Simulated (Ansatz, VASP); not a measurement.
# Two plane-wave programs on Cu

```xyz
6
Lattice="2.4947 0.0000 0.0000 -1.2474 2.1605 0.0000 0.0000 0.0000 24.5695" Properties=species:S:1:pos:R:3 pbc="T T T"
Cu    0.0000    0.0000    9.1847
Cu    1.2474    0.7202    7.1251
Cu    0.0000    1.4403   11.2510
Cu    0.0000    0.0000   15.3847
Cu    1.2474    0.7202   13.3185
Cu    0.0000    1.4403   17.4444
```

Alike in both runs: functional PBEsol; k mesh 18 × 18 × 2; occupations gaussian, width 0.1 eV; no spin polarisation.

Ansatz relaxed the structure, and its values are those at the end. VASP's run is a single point on that final structure, the one shown.

|  | VASP | Ansatz |
| --- | --- | --- |
| version | VASP 6.6.1 | Ansatz 0.2.0 |
| potentials or method | VASP PAW PBE potentials, release 64 (Cu), cutoff 520 eV | scalar-relativistic, plane waves, PAW |
| valence electrons in the cell | 66 | 114 |

Ansatz gave:

* gap on the k mesh at the Fermi level (eV): none
* rms of the force components (eV/Å): 0.000

Question: Estimate VASP's values.

Answer: gap on the k mesh at the Fermi level (eV): none; rms of the force components (eV/Å): 0.008.

VASP's potentials were made for PBE, not for PBEsol. A gap of «none» marks a metal or a gap that the smearing closes. The functional is the same, so the differences come from potentials, cutoffs and numerics. VASP's potentials hold 66 valence electrons a cell and Ansatz's 114, so a difference there can come from the potentials and not from the codes. Ansatz's warnings: xc potential rough in thin density.
